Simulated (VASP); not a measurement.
Crystal: Ti.

```xyz
2
Lattice="2.9500 0.0000 0.0000 -1.4750 2.5548 0.0000 0.0000 0.0000 4.6860" Properties=species:S:1:pos:R:3 pbc="T T T"
Ti    0.0000    1.7032    1.1715
Ti    1.4750    0.8516    3.5145
```

Base run:

- Program: VASP 6.6.1
- Functional: PBEsol
- Potentials or basis: VASP PAW PBE potentials, release 64 (Ti_sv)
- Cutoff: 520 eV
- k mesh: 13 × 13 × 7
- Occupations: fermi-dirac, width 0.08 eV
- Spin: no spin polarisation

Its results: band gap on the k mesh zero (band 12 reaches 8.80 eV, above the bottom of band 13 at 7.71 eV); pressure -6.0 GPa.

After a change of settings the same cell gave: band gap on the k mesh zero (band 12 reaches 8.93 eV, above the bottom of band 13 at 7.84 eV); pressure -1.8 GPa. Which change was it?
A. functional from PBEsol to LDA; potentials or basis from VASP PAW PBE potentials, release 64 (Ti_sv) to VASP PAW LDA potentials, release 64 (Ti_sv)
B. further incar settings from ALGO = Normal; EDIFF = 1e-08; NBANDS = 19 to ALGO = Normal; EDIFF = 1e-06; NBANDS = 19
C. functional from PBEsol to PBE

C.

PBE binds less tightly than PBEsol, so the same cell stands under more pressure.

Caveats: the PAW data sets were made with another functional, which shifts forces and pressure a little (some runs).
